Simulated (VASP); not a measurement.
# Sb (P-3m1) in VASP: single point with LDA

Aim: the single point of Sb with LDA.

Everything below comes from runs of VASP 6.6.1. Logs are shortened: lines on timing, memory, paths and dates and some standing lists are left out, and cuts for length are marked.

### Step 1. The cell of the first run

It takes space group P-3m1 (No. 164, trigonal). The conventional cell has a = 4.695 Å, b = 4.695 Å, c = 7.490 Å, α = 90.00°, β = 90.00°, γ = 120.00°. Within 3.9 Å of Sb (site symmetry 3m) lie 3 Sb at 2.97 Å. Sb (site symmetry -3m) has 18 Sb at 4.15 to 5.12 Å within 5.4 Å.

### Step 2. Single point, LDA

INCAR

```
SYSTEM = Sb
PREC = Accurate
ENCUT = 520
EDIFF = 1E-6
ISMEAR = -1
SIGMA = 0.05
LREAL = .FALSE.
LASPH = .TRUE.
NELM = 100
ALGO = Normal
ISIF = 2
LWAVE = .FALSE.
LCHARG = .FALSE.
NBANDS = 14
```

KPOINTS

```
Automatic mesh
0
G
  6 6 3
  0 0 0
```

POSCAR

```
Sb
1.0
    4.6953600000      0.0000000000      0.0000000000
   -2.3476800000      4.0663000000      0.0000000000
    0.0000000000      0.0000000000      7.4903300000
Sb
3
Direct
    0.3333333333      0.6666666667      0.5802700000
    0.6666666667      0.3333333333      0.4197300000
    0.0000000000      0.0000000000      0.0000000000
```

Potentials or basis: VASP PAW LDA potentials, release 64 (Sb).

Started as:

```bash
$ cat potpaw_LDA.64/Sb/POTCAR > POTCAR
$ mpirun -np 1 vasp_std > vasp.out
```

OUTCAR:

```text
SYSTEM = Sb
   PREC = Accurate
   ENCUT = 520
   EDIFF = 1E-6
   ISMEAR = -1
   LREAL = .FALSE.
   LASPH = .TRUE.
   NELM = 100
   ISIF = 2

 ion  position               nearest neighbor table
   1  0.333  0.667  0.580-   2 2.97   2 2.97   2 2.97
   2  0.667  0.333  0.420-   1 2.97   1 2.97   1 2.97
   3  0.000  0.000  0.000-

  LATTYP: Found a hexagonal cell.
 ALAT       =     4.6953600000
 C/A-ratio  =     1.5952621311

  Lattice vectors:

 A1 = (   4.6953600000,   0.0000000000,   0.0000000000)
 A2 = (  -2.3476800000,   4.0663000000,   0.0000000000)
 A3 = (   0.0000000000,   0.0000000000,   7.4903300000)

Analysis of symmetry for initial positions (statically):
=====================================================================
 Subroutine PRICEL returns:
 Original cell was already a primitive cell.

 Routine SETGRP: Setting up the symmetry group for a
 hexagonal supercell.

 Subroutine GETGRP returns: Found 12 space group operations
 (whereof 12 operations were pure point group operations)
 out of a pool of 24 trial point group operations.

The static configuration has the point symmetry D_3d.

Analysis of symmetry for dynamics (positions and initial velocities):
=====================================================================
 Subroutine PRICEL returns:
 Original cell was already a primitive cell.

 Routine SETGRP: Setting up the symmetry group for a
 hexagonal supercell.

 Subroutine GETGRP returns: Found 12 space group operations
 (whereof 12 operations were pure point group operations)
 out of a pool of 24 trial point group operations.

The dynamic configuration has the point symmetry D_3d.

 Subroutine INISYM returns: Found 12 space group operations
 (whereof 12 operations are pure point group operations),
 and found     1 'primitive' translations

----------------------------------------------------------------------------------------

                                     Primitive cell

  volume of cell :     143.0109

  direct lattice vectors                    reciprocal lattice vectors
     4.695360000  0.000000000  0.000000000     0.212976215  0.122961906  0.000000000
    -2.347680000  4.066300000  0.000000000     0.000000000  0.245923813  0.000000000
     0.000000000  0.000000000  7.490330000     0.000000000  0.000000000  0.133505466

  length of vectors
     4.695360000  4.695359099  7.490330000     0.245923766  0.245923813  0.133505466

  position of ions in fractional coordinates (direct lattice)
     0.333333333  0.666666667  0.580270000
     0.666666667  0.333333333  0.419730000
     0.000000000  0.000000000  0.000000000

  ion indices of the primitive-cell ions
   primitive index   ion index
                 1           1
                 2           2
                 3           3

----------------------------------------------------------------------------------------

 KPOINTS: Automatic mesh

Automatic generation of k-mesh.
 Grid dimensions read from file:
 generate k-points for:    6    6    3

 Generating k-lattice:

  Cartesian coordinates                     Fractional coordinates (reciprocal lattice)
     0.035496036  0.020493651  0.000000000     0.166666667  0.000000000  0.000000000
     0.000000000  0.040987302  0.000000000     0.000000000  0.166666667  0.000000000
     0.000000000  0.000000000  0.044501822     0.000000000  0.000000000  0.333333333

  Length of vectors
     0.040987294  0.040987302  0.044501822

  Shift w.r.t. Gamma in fractional coordinates (k-lattice)
     0.000000000  0.000000000  0.000000000

 Subroutine IBZKPT returns following result:
 ===========================================

 Found     17 irreducible k-points:

 Following reciprocal coordinates:
            Coordinates               Weight
  0.000000  0.000000  0.000000      1.000000
  0.166667  0.000000  0.000000      6.000000
  0.333333  0.000000  0.000000      6.000000
  0.500000  0.000000  0.000000      3.000000
  0.166667  0.166667  0.000000      6.000000
  0.333333  0.166667  0.000000     12.000000
[... 9 lines left out ...]
 -0.166667  0.500000  0.333333     12.000000
  0.333333  0.333333  0.333333      4.000000
   k-points           NKPTS =     17   k-points in BZ     NKDIM =     17   number of bands    NBANDS=     14
   number of dos      NEDOS =    301   number of ions     NIONS =      3
   total plane-waves  NPLWV =  72576
   dimension x,y,z NGX =    36 NGY =   36 NGZ =   56
   dimension x,y,z NGXF=    72 NGYF=   72 NGZF=  112
   ions per type =               3
   NGX,Y,Z   is equivalent  to a cutoff of  12.75, 12.75, 12.43 a.u.
   NGXF,Y,Z  is equivalent  to a cutoff of  25.49, 25.49, 24.86 a.u.
 SYSTEM =  Sb
   PREC   = accura    normal or accurate (medium, high low for compatibility)
   ISTART =      0    job   : 0-new  1-cont  2-samecut
   ICHARG =      2    charge: 1-file 2-atom 10-const
   ISPIN  =      1    spin polarized calculation?
   LNONCOLLINEAR =      F non collinear calculations
   LSORBIT =      F    spin-orbit coupling
   LASPH  =      T    aspherical Exc in radial PAW
   ENCUT  =  520.0 eV  38.22 Ry    6.18 a.u.   8.73  8.73 13.93*2*pi/ulx,y,z
   NELM   =    100;   NELMIN=  2; NELMDL= -5     # of ELM steps
   EDIFF  = 0.1E-05   stopping-criterion for ELM
   LREAL  =      F    real-space projection
   EDIFFG = 0.1E-04   stopping-criterion for IOM
   NSW    =      0    number of steps for IOM
   IBRION =     -1    ionic relax: 0-MD 1-quasi-New 2-CG
   NFREE  =      0    steps in history (QN), initial steepest desc. (CG)
   ISIF   =      2    stress and relaxation
   ISYM   =      2    0-nonsym 1-usesym 2-fastsym
   POTIM  = 0.5000    time-step for ionic-motion
   TEBEG  =    0.0;   TEEND  =   0.0 temperature during run
   PSTRESS=    0.0 pullay stress
   NELECT =      15.0000    total number of electrons
   NUPDOWN=      -1.0000    fix difference up-down
   EMIN   =  10.00;   EMAX   =-10.00  energy-range for DOS
   EFERMI =   0.00;   METHOD = LEGACY
   ISMEAR =    -1;   SIGMA  =   0.05  broadening in eV -4-tet -1-fermi 0-gaus
   EFERMI_NEDOS =   21; number of points for ismear=-14 and -15
   IALGO  =     38    algorithm
   IMIX   =      4    mixing-type and parameters
     AMIX     =   0.40;   BMIX     =  1.00
     AMIX_MAG =   1.60;   BMIX_MAG =  1.00
  volume/ion in A,a.u.               =      47.67       321.70
  Fermi-wavevector in a.u.,A,eV,Ry     =   0.772056  1.458974  8.110032  0.596071
  Thomas-Fermi vector in A             =   1.873606
   LORBIT       =      0    0 simple, 1 ext, 2 COOP (PROOUT), +10 PAW based schemes
   GGA     = CA    functional components
   LHFCALC =     F    Hartree Fock is set to
   AEXX    =    0.0000 exact exchange contribution
   IVDW    =     0    specifies the selected vdW correction
   LEPSILON=     F    determine dielectric tensor
   LRPA    =     F    only Hartree local field effects (RPA)
 non-spin polarized calculation
  energy-cutoff  :      520.00
  volume of cell :      143.01
 maximum number of plane-waves:      3864
 NGX is ok and might be reduce to    36
   NGX = 17   NGY = 17   NGZ = 27

 number of electron      15.0000001 magnetization

 Free energy of the ion-electron system (eV)
  ---------------------------------------------------
  ext. energy  EPLUGINS =         0.00000000
  ---------------------------------------------------
  free energy    TOTEN  =       -11.11441585 eV

  energy without entropy =      -11.07143292  energy(sigma->0) =      -11.09292439

 E-fermi :   2.3678     XC(G=0):  -7.9023

 val. band max:        2.3618803542   @ k =   0.3333   0.3333   0.3333
 cond. band min:       2.3990738102   @ k =   0.0000   0.1667   0.3333
 fundamental gap:      0.0371934561
 Fermi energy:         2.3677607539

 k-point     1 :       0.0000    0.0000    0.0000
  band No.  band energies     occupation
      1      -8.6353      2.00000
      2      -6.0104      2.00000
      3      -3.9351      2.00000
      4       0.7281      2.00000
      5       0.7281      2.00000
      6       0.7976      2.00000
      7       2.8997      0.00005
      8       3.0601      0.00000
      9       3.0601      0.00000
     10       3.5469      0.00000
     11       4.2065      0.00000
     12       4.2065      0.00000
     13       7.4497      0.00000
     14       7.6953      0.00000

 k-point     2 :       0.1667    0.0000    0.0000
  band No.  band energies     occupation
      1      -8.4295      2.00000
      2      -5.9397      2.00000
      3      -4.2720      2.00000
      4      -0.3747      2.00000
      5       0.3923      2.00000
      6       1.7604      1.99999
      7       2.2852      1.67793
      8       3.0961      0.00000
      9       3.2123      0.00000
     10       3.5286      0.00000
     11       4.1516      0.00000
     12       4.5385      0.00000
     13       7.4930      0.00000
     14       8.4056      0.00000

 k-point     3 :       0.3333    0.0000    0.0000
  band No.  band energies     occupation
      1      -7.8549      2.00000
      2      -5.8165      2.00000
      3      -5.1903      2.00000
      4      -0.5390      2.00000
      5      -0.0902      2.00000
      6       0.9913      2.00000
      7       1.8267      1.99996
      8       2.8634      0.00010
      9       2.9484      0.00002
     10       3.2358      0.00000
     11       5.1495      0.00000
     12       5.5781      0.00000
     13       7.0739      0.00000
     14       8.4554      0.00000

 k-point     4 :       0.5000    0.0000    0.0000
  band No.  band energies     occupation
      1      -7.3149      2.00000
      2      -6.0858      2.00000
      3      -5.5843      2.00000
      4      -0.2817      2.00000
      5      -0.2524      2.00000
      6       0.5680      2.00000
      7       1.2372      2.00000
      8       2.8201      0.00024
      9       2.8542      0.00012
     10       3.0704      0.00000
     11       5.3467      0.00000
     12       6.5349      0.00000
     13       6.8253      0.00000
     14       9.3602      0.00000

 k-point     5 :       0.1667    0.1667    0.0000
  band No.  band energies     occupation
      1      -8.0338      2.00000
      2      -5.8319      2.00000
      3      -4.9241      2.00000
      4      -0.4923      2.00000
      5      -0.2961      2.00000
      6       1.4640      2.00000
      7       2.3532      1.14483
      8       2.5729      0.03250
      9       2.7450      0.00106
     10       3.8356      0.00000
     11       4.4589      0.00000
[... 157 lines left out ...]
 k-point    15 :       0.3333    0.1667    0.3333
  band No.  band energies     occupation
      1      -7.3444      2.00000
      2      -5.8765      2.00000
      3      -5.7434      2.00000
      4      -0.9199      2.00000
      5      -0.1759      2.00000
      6       1.0943      2.00000
      7       1.7669      1.99999
      8       2.1111      1.98828
      9       2.7549      0.00087
     10       4.1621      0.00000
     11       5.1803      0.00000
     12       5.7554      0.00000
     13       7.5696      0.00000
     14       7.9612      0.00000

 k-point    16 :      -0.1667    0.5000    0.3333
  band No.  band energies     occupation
      1      -7.3416      2.00000
      2      -5.9517      2.00000
      3      -5.6639      2.00000
      4      -0.9628      2.00000
      5      -0.1422      2.00000
      6       0.9150      2.00000
      7       1.8488      1.99994
      8       2.3568      1.10878
      9       2.8738      0.00008
     10       3.9321      0.00000
     11       5.1428      0.00000
     12       5.5339      0.00000
     13       7.5088      0.00000
     14       8.2466      0.00000

 k-point    17 :       0.3333    0.3333    0.3333
  band No.  band energies     occupation
      1      -6.6341      2.00000
      2      -6.6341      2.00000
      3      -5.7044      2.00000
      4      -1.3456      2.00000
      5       0.3186      2.00000
      6       0.3186      2.00000
      7       2.2884      1.66060
      8       2.2884      1.66059
      9       2.3619      1.05874
     10       5.1116      0.00000
     11       5.1170      0.00000
     12       5.1170      0.00000
     13       7.8666      0.00000
     14       7.8666      0.00000

------------------------ aborting loop because EDIFF is reached ----------------------------------------

  FORCE on cell =-STRESS in cart. coord.  units (eV):
  Direction    XX          YY          ZZ          XY          YZ          ZX
  --------------------------------------------------------------------------------------
  -------------------------------------------------------------------------------------
  Total       -5.7693192     -5.7693163     -4.4266730      0.0000000      0.0000000      0.0000000
  in kB      -64.6347225    -64.6346895    -49.5928150      0.0000000      0.0000000      0.0000000
  external PRESSURE =     -59.6207423 kB  Pullay stress =       0.0000000 kB

 VOLUME and BASIS-vectors are now :
 -----------------------------------------------------------------------------
  energy-cutoff  :      520.00
  volume of cell :      143.01
      direct lattice vectors                 reciprocal lattice vectors
     4.695360000  0.000000000  0.000000000     0.212976215  0.122961906  0.000000000
    -2.347680000  4.066300000  0.000000000     0.000000000  0.245923813  0.000000000
     0.000000000  0.000000000  7.490330000     0.000000000  0.000000000  0.133505466

 POSITION                                       TOTAL-FORCE (eV/Angst)
 -----------------------------------------------------------------------------------
     -0.00000      2.71087      4.34641         0.000000      0.000000      0.817035
      2.34768      1.35543      3.14392        -0.000000     -0.000000     -0.817035
      0.00000      0.00000      0.00000         0.000000      0.000000      0.000000
 -----------------------------------------------------------------------------------
    total drift:                               -0.000000     -0.000000      0.000000

  FREE ENERGIE OF THE ION-ELECTRON SYSTEM (eV)
  ---------------------------------------------------
  free  energy   TOTEN  =       -11.1144158512 eV

  energy  without entropy=      -11.0714329236  energy(sigma->0) =      -11.09292439
```

Run time: 29 s. Hardware: 1 thread of AMD EPYC 9R45 (Zen 5), shared host; peak memory 0.17 GiB.

What came out:

```
Free energy   : -11.1144 eV
Pressure      : -6.0 GPa
Largest force : 0.817 eV/Å
```

Forces on the atoms (eV/Å):
```
Sb   0.000  0.000  0.817
Sb   0.000  0.000 -0.817
Sb   0.000  0.000  0.000
```

Stress tensor (GPa, compression positive):
```
-6.46  0.00  0.00
 0.00 -6.46  0.00
 0.00  0.00 -4.96
```

Levels at points of the mesh, in eV from the Fermi level:
```tsv
k point	band 3	band 4	band 5	band 6	band 7	band 8	band 9	band 10	band 11	band 12
(0.00, 0.00, 0.00)	-6.30	-1.64	-1.64	-1.57	0.53	0.69	0.69	1.18	1.84	1.84
(0.50, 0.00, 0.00)	-7.95	-2.65	-2.62	-1.80	-1.13	0.45	0.49	0.70	2.98	4.17
```

Caveat: spin-orbit coupling is left out, which moves the levels of the heavy elements.
